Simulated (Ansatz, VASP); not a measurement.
**Two plane-wave programs on Au**

```
CELL_PARAMETERS angstrom
2.91713 0.00000 0.00000
-1.45857 2.52631 0.00000
0.00000 0.00000 9.77809
ATOMIC_POSITIONS crystal
Au 0.00000 0.00000 0.00000
Au 0.33333 0.66667 0.25000
Au 0.00000 0.00000 0.50000
Au 0.66667 0.33333 0.75000
```

Alike in both runs: task relaxation of cell and atoms; functional PBE; k mesh 18 × 18 × 5; occupations gaussian, width 0.1 eV; no spin polarisation.

```csv
,VASP,Ansatz
version,VASP 6.6.1,Ansatz 0.2.0
potentials or method,"VASP PAW PBE potentials, release 64 (Au), cutoff 600 eV","scalar-relativistic, plane waves, PAW"
valence electrons in the cell,44,76
```

```tsv
	VASP	Ansatz	Ansatz less VASP
gap on the k mesh at the Fermi level, each at its own relaxed structure (eV)	none	none	-
relaxed volume (Å³/atom)	17.96	17.98	+0.021
relaxed length of the cell vector where the two differ most in proportion (Å)	9.647	9.653	+0.0053
```

A gap of «none» marks a metal or a gap that the smearing closes. VASP's potentials hold 44 valence electrons a cell and Ansatz's 76, so a difference there can come from the potentials and not from the codes.

Spin-orbit coupling is off throughout.
